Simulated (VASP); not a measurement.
Write the native input for VASP 6.6.1 that does the following.

```
Task                   : single point
Functional             : PBE
Potentials or basis    : VASP PAW PBE potentials, release 64 (Si, C)
Cutoff                 : 520 eV
k mesh                 : 12 × 12 × 12
Occupations            : gaussian, width 0.05 eV
Spin                   : no spin polarisation
Dipole correction      : no
Further INCAR settings : ALGO = Normal; EDIFF = 1e-07; NBANDS = 11
```

The structure of SiC lies in POSCAR:

```
SiC
1.0
    0.0000000000      2.2055683643      2.2055683643
    2.2055683643      0.0000000000      2.2055683643
    2.2780580446      2.2780580446     -0.0724896802
Si C
1 1
Direct
    0.0000000000      0.0000000000      0.0000000000
    0.7500000000      0.7500000000      0.7500000000
```

The input as run:

INCAR

```
SYSTEM = SiC
  PREC = Accurate
  ENCUT = 520
  EDIFF = 1E-7
  ISMEAR = 0
  SIGMA = 0.05
  LREAL = .False.
  LASPH = .True.
  NELM = 100
  ALGO = Normal
  ISIF = 2
  LWAVE = .False.
  LCHARG = .False.
  GGA = PE
  NBANDS = 11
```

KPOINTS

```
Automatic mesh
0
Gamma
  12 12 12
  0 0 0
```

Potentials or basis: VASP PAW PBE potentials, release 64 (Si, C).

Command:

```bash
$ cat potpaw_PBE.64/Si/POTCAR potpaw_PBE.64/C/POTCAR > POTCAR
$ mpirun -np 1 vasp_std > vasp.out
```

Results of the run:

The pressure is -12.3 GPa, the largest force is 0.139 eV/Å and the band gap on the k mesh is 1.31 eV, indirect (least direct gap 4.19 eV).

It took 29 s on 1 thread of Intel(R) Xeon(R) Platinum 8488C (Sapphire Rapids) (shared host), peak memory 0.16 GiB.
